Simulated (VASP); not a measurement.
A run of VASP 6.6.1:

The input INCAR:

```
PREC = Accurate
ENCUT = 600
EDIFF = 1E-7
ISMEAR = 0
SIGMA = 0.1
LREAL = False
LASPH = True
NELM = 200
ALGO = Normal
ISIF = 3
LWAVE = False
LCHARG = False
GGA = PE
IBRION = 2
NSW = 100
EDIFFG = -0.01
GGA_COMPAT = False
NELMIN = 4
LMAXMIX = 6
```

The input KPOINTS:

```
regular mesh
0
Gamma
  8 8 8
```

Contents of POSCAR:

```
Dy5C
1.0
   -2.5089866754      4.0530776083      4.1945411913
    2.5089866754     -4.0530776083      4.1945411913
    2.5089866754      4.0530776083     -4.1945411913
Dy C
5 1
Direct
    0.7083586084      0.0000000000      0.7083586084
    0.2916413916      0.0000000000      0.2916413916
    0.7135023184      0.7135023184      0.0000000000
    0.2864976816      0.2864976816      0.0000000000
    0.0000000000      0.5000000000      0.5000000000
    0.0000000000      0.0000000000      0.0000000000
```

Potentials or basis: VASP PAW PBE potentials, release 64 (Dy_3, C), 4f in core.

Launch:

```bash
$ cat potpaw_PBE.64/Dy_3/POTCAR potpaw_PBE.64/C/POTCAR > POTCAR
$ mpirun -np 1 vasp_std > vasp.out
```

Hardware: 1 thread of Intel(R) Xeon(R) Platinum 8259CL CPU @ 2.50GHz (Skylake/Cascade Lake), with other jobs on the host.

Q: How long does it take, and how much memory?

A: Run time: 110 min on 1 thread of Intel(R) Xeon(R) Platinum 8259CL CPU @ 2.50GHz (Skylake/Cascade Lake), with other jobs on the host, peak memory 0.77 GiB. Counts: scf iterations 123, k points 95, ion steps 14.
